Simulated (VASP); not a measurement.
Set up this calculation in VASP 6.6.1, as the native input.

| Quantity | Value |
| --- | --- |
| Task | single point |
| Functional | LDA |
| Potentials or basis | VASP PAW LDA potentials, release 64 (Te, Mo_sv) |
| Cutoff | 520 eV |
| k mesh | 1 × 2 × 1 |
| Occupations | gaussian, width 0.1 eV |
| Spin | no spin polarisation |
| Dipole correction | no |
| Further INCAR settings | ALGO = Normal; EDIFF = 1e-06; NBANDS = 35 |

The structure of Te2Mo lies in POSCAR:

```
Te2Mo
1.0
    6.4143704427     -0.0186196383     -0.0358583084
   -0.0101867069      3.5084654527     -0.0070031604
   -0.2903639945     -0.0725410642     36.3603977472
Te Mo
4 2
Direct
    0.0670931569      0.7479765908      0.4422447393
    0.9271031869      0.2538941248      0.5568765676
    0.5694957808      0.2409766332      0.4587659540
    0.4205919255      0.7642716440      0.5399472164
    0.8225949430      0.7498917581      0.5019147383
    0.1747521581      0.2741959830      0.4976890355
```

One way to write it, as run:

INCAR

```
PREC = Accurate ; ENCUT = 520
EDIFF = 1E-6 ; ISMEAR = 0
SIGMA = 0.1 ; LREAL = F
LASPH = T ; NELM = 100
ALGO = Normal ; ISIF = 2
LWAVE = F ; LCHARG = T
LELF = T ; LVHAR = T
NBANDS = 35
```

KPOINTS

```
regular mesh
0
Gamma
  1 2 1
```

Potentials or basis: VASP PAW LDA potentials, release 64 (Te, Mo_sv).

Run with:

```bash
$ cat potpaw_LDA.64/Te/POTCAR potpaw_LDA.64/Mo_sv/POTCAR > POTCAR
$ mpirun -np 1 vasp_std > vasp.out
```

Results of the run:

```yaml
Largest_force: 1.793 eV/Å
Band_gap_on_the_k_mesh: 0.64 eV
```

Caveat: the k points lie up to 0.98 Å⁻¹ apart; spin-orbit coupling is left out, which moves the levels of the heavy elements.

Run time: 110 s on 1 thread of Intel(R) Xeon(R) Platinum 8259CL CPU @ 2.50GHz (Skylake/Cascade Lake) (shared host), peak memory 0.57 GiB.
